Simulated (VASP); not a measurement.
## AgO2 (fluorite type): single point with PBE

The system is AgO2 (fluorite type).

```
CELL_PARAMETERS angstrom
0.00000 2.59804 2.59804
2.59804 0.00000 2.59804
2.59804 2.59804 0.00000
ATOMIC_POSITIONS crystal
Ag 0.00000 0.00000 0.00000
O 0.25000 0.25000 0.25000
O 0.75000 0.75000 0.75000
```

| Item | Value |
| --- | --- |
| Program | VASP 6.6.1 |
| Task | single point |
| Functional | PBE |
| Potentials or basis | VASP PAW PBE potentials, release 64 (Ag, O) |
| Cutoff | 520 eV |
| k mesh | 12 × 12 × 12 |
| Occupations | fermi-dirac, width 0.0612256 eV |
| Spin | no spin polarisation |

```
Pressure               : -2.8 GPa
Band gap on the k mesh : zero (an odd number of electrons rules out a gap without spin polarisation)
```

Levels at points of the mesh, in eV from the Fermi level:
```tsv
k point	band 8	band 9	band 10	band 11	band 12	band 13	band 14	band 15
(0.00, 0.00, 0.00)	-1.20	-1.20	-1.20	0.26	0.26	0.26	4.46	11.82
(0.50, 0.00, 0.00)	-3.05	-2.88	-2.52	-2.52	0.26	0.26	8.72	9.37
(0.50, 0.50, 0.00)	-3.77	-3.23	-2.99	-0.49	0.44	0.44	8.88	10.63
```

Run time: 67 s on 1 thread of Intel Xeon 8259CL, with other jobs on the host, peak memory 0.19 GiB.

Caveat: an odd number of electrons without spin polarisation forces a metal; a magnetic or distorted state may lie lower.
